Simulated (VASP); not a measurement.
A run of VASP 6.6.1 is set up as follows.

INCAR

```
SYSTEM = ZrB2
PREC = Accurate ; ENCUT = 500
EDIFF = 1E-7 ; ISMEAR = 0
SIGMA = 0.2 ; LREAL = .FALSE.
LASPH = .TRUE. ; NELM = 120
ALGO = Normal ; ISIF = 3
LWAVE = .FALSE. ; LCHARG = .FALSE.
GGA = PE ; IBRION = 2
NSW = 36 ; EDIFFG = -0.08
GGA_COMPAT = .FALSE. ; NELMIN = 4
```

The input KPOINTS:

```
regular mesh
0
G
  7 7 7
  0 0 0
```

File POSCAR:

```
ZrB2
1.0
    0.0000000000      2.3570270000      2.3570270000
    2.3570270000      0.0000000000      2.3570270000
    2.3570270000      2.3570270000      0.0000000000
Zr B
1 2
Direct
    0.0000000000      0.0000000000      0.0000000000
    0.2500000000      0.2500000000      0.2500000000
    0.7500000000      0.7500000000      0.7500000000
```

Potentials or basis: VASP PAW PBE potentials, release 64 (Zr_sv, B).

The run is started by

```console
$ cat potpaw_PBE.64/Zr_sv/POTCAR potpaw_PBE.64/B/POTCAR > POTCAR
$ mpirun -np 1 vasp_std > vasp.out
```

(1) Estimate the relaxed cell.

(2) What does it give for the band gap on the k mesh?

(3) Predict the relaxed volume.

(4) Estimate the space group after relaxing (to 0.05 Å).

Answers

(1) a = 3.876 Å, b = 3.876 Å, c = 3.876 Å, α = 60.00°, β = 60.00°, γ = 60.00°.

(2) zero (band 9 reaches 7.67 eV, above the bottom of band 10 at 5.76 eV).

(3) 13.73 Å³/atom.

(4) Fm-3m (No. 225).

Caveat: the volume moved by over 15 % at a fixed basis, so the end points are rough.
